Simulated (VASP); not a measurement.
# InSb: single point with PBE

InSb:

```
CELL_PARAMETERS angstrom
0.00000 2.97997 3.36866
2.97997 0.00000 3.36866
2.97997 2.97997 0.00000
ATOMIC_POSITIONS crystal
In 0.00000 0.00000 0.00000
Sb 0.75000 0.75000 0.75000
```

This cell differs from its parent crystal: strain -0.080 along x and y, +0.040 along z.

```
Program             : VASP 6.6.1
Task                : single point
Functional          : PBE
Potentials or basis : VASP PAW PBE potentials, release 64 (In_d, Sb)
Cutoff              : 520 eV
k mesh              : 12 × 12 × 12
Occupations         : gaussian, width 0.15 eV
Spin                : no spin polarisation
```

* Pressure: 11.4 GPa
* Band gap on the k mesh: 0.19 eV, direct

Stress tensor (GPa, compression positive):
```
12.68  0.00  0.00
 0.00 12.68  0.00
 0.00  0.00  8.98
```

Levels at points of the mesh, in eV from the valence-band top:
| k point | band 7 | band 8 | band 9 | band 10 | band 11 | band 12 |
| --- | --- | --- | --- | --- | --- | --- |
| (0.00, 0.00, 0.00) | -0.82 | 0.00 | 0.00 | 0.19 | 2.66 | 2.66 |
| (0.50, 0.00, 0.00) | -6.53 | -1.95 | -0.96 | 0.27 | 3.49 | 3.95 |
| (0.50, 0.50, 0.00) | -7.18 | -2.45 | -2.45 | 1.38 | 1.64 | 8.58 |
| (0.50, 0.00, 0.50) | -6.52 | -3.22 | -3.13 | 0.61 | 0.65 | 7.79 |

Run time: 2 min on 1 thread of Intel(R) Xeon(R) Platinum 8375C CPU @ 2.90GHz (Ice Lake) (shared host), peak memory 0.31 GiB.

Caveat: the cell differs from its parent crystal (strain -0.080 along x and y, +0.040 along z); spin-orbit coupling is left out, which moves the levels of the heavy elements. A k mesh can miss the band edges.
